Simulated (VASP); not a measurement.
Wanted: the native input for a VASP 6.6.1 run.

- Task: relaxation of cell and atoms
- Functional: PBE
- Potentials or basis: VASP PAW PBE potentials, release 64 (Bi_d_GW, Se_GW)
- Cutoff: 500 eV
- k mesh: 6 × 6 × 6
- Occupations: gaussian, width 0.03 eV
- Spin: no spin polarisation
- Tolerance level: tight
- Purpose: choice of potentials
- Passes: 2
- Further INCAR settings: ALGO = Normal; EDIFF = 1e-07

The system is Bi2Se3.

```
Bi Se
1.0
     2.07150    1.19598    9.54533
    -2.07150    1.19598    9.54533
     0.00000   -2.39196    9.54533
Bi Se
2 3
Direct
  0.59920 0.59920 0.59920
  0.40080 0.40080 0.40080
  0.78830 0.78830 0.78830
  0.21170 0.21170 0.21170
  0.00000 0.00000 0.00000
```

These files were run (other wordings do the same):

POSCAR

```
Bi2Se3
1.0
    2.0715000000      1.1959810826      9.5453333333
   -2.0715000000      1.1959810826      9.5453333333
    0.0000000000     -2.3919621653      9.5453333333
Bi Se
2 3
Direct
    0.5992000000      0.5992000000      0.5992000000
    0.4008000000      0.4008000000      0.4008000000
    0.7883000000      0.7883000000      0.7883000000
    0.2117000000      0.2117000000      0.2117000000
    0.0000000000      0.0000000000      0.0000000000
```

INCAR.step1

```
SYSTEM = Bi2Se3
ALGO     = Normal         ! electronic algorithm
EDIFF    = 1E-7           ! SCF threshold, eV
EDIFFG   = -0.005         ! ionic threshold
EFERMI   = MIDGAP       
ENCUT    = 500            ! plane-wave cutoff, eV
GGA      = PE             ! functional
GGA_COMPAT= .False.      
IBRION   = 2              ! ionic algorithm
ISIF     = 3              ! what is computed and relaxed
ISMEAR   = 0              ! smearing method
KPAR     = 2            
LASPH    = .True.         ! aspherical terms in the spheres
LCHARG   = .False.        ! write CHGCAR
LREAL    = .False.        ! projectors in reciprocal space
LWAVE    = .False.        ! write WAVECAR
NELM     = 120            ! most SCF steps
NELMIN   = 4            
NSW      = 60             ! ionic steps
PREC     = Accurate       ! precision mode
SIGMA    = 0.03           ! smearing width, eV
```

INCAR.step3

```
SYSTEM = Bi2Se3
ALGO     = Normal         ! electronic algorithm
EDIFF    = 1E-7           ! SCF threshold, eV
EFERMI   = MIDGAP       
ENCUT    = 500            ! plane-wave cutoff, eV
GGA      = PE             ! functional
GGA_COMPAT= .False.      
ISIF     = 2              ! what is computed and relaxed
ISMEAR   = 0              ! smearing method
KPAR     = 2            
LASPH    = .True.         ! aspherical terms in the spheres
LCHARG   = .False.        ! write CHGCAR
LREAL    = .False.        ! projectors in reciprocal space
LWAVE    = .False.        ! write WAVECAR
NELM     = 120            ! most SCF steps
PREC     = Accurate       ! precision mode
SIGMA    = 0.03           ! smearing width, eV
```

KPOINTS

```
k-points
0
Gamma
  6 6 6
```

Potentials or basis: VASP PAW PBE potentials, release 64 (Bi_d_GW, Se_GW).

Run with:

```bash
$ cat potpaw_PBE.64/Bi_d_GW/POTCAR potpaw_PBE.64/Se_GW/POTCAR > POTCAR
$ cp INCAR.step1 INCAR
$ cp POSCAR.step1 POSCAR
$ mpirun -np 2 vasp_std > vasp.out
$ cp CONTCAR POSCAR
$ mpirun -np 2 vasp_std > vasp.out
$ cp CONTCAR POSCAR
$ cp INCAR.step3 INCAR
$ mpirun -np 2 vasp_std > vasp.out
```

Results of the run:

```yaml
Relaxed_volume: 31.07 Å³/atom
Relaxed_cell: a = 10.522 Å, b = 10.522 Å, c = 10.522 Å, α = 22.95°, β = 22.95°, γ = 22.95°
Space_group_after_relaxing_to_0.1_Å: R-3m (No. 166)
Energy_gained_by_relaxing: 15.2 meV/atom
Ionic_steps: 36
Pressure_after_relaxing: 0.0 GPa
Band_gap_on_the_k_mesh: 0.60 eV
```

Caveat: spin-orbit coupling is left out, which moves the levels of the heavy elements.

Wall time 100 min on 2 MPI ranks on Intel(R) Xeon(R) 6975P-C (Granite Rapids), with other jobs on the host, peak memory 1.2 GiB a rank.
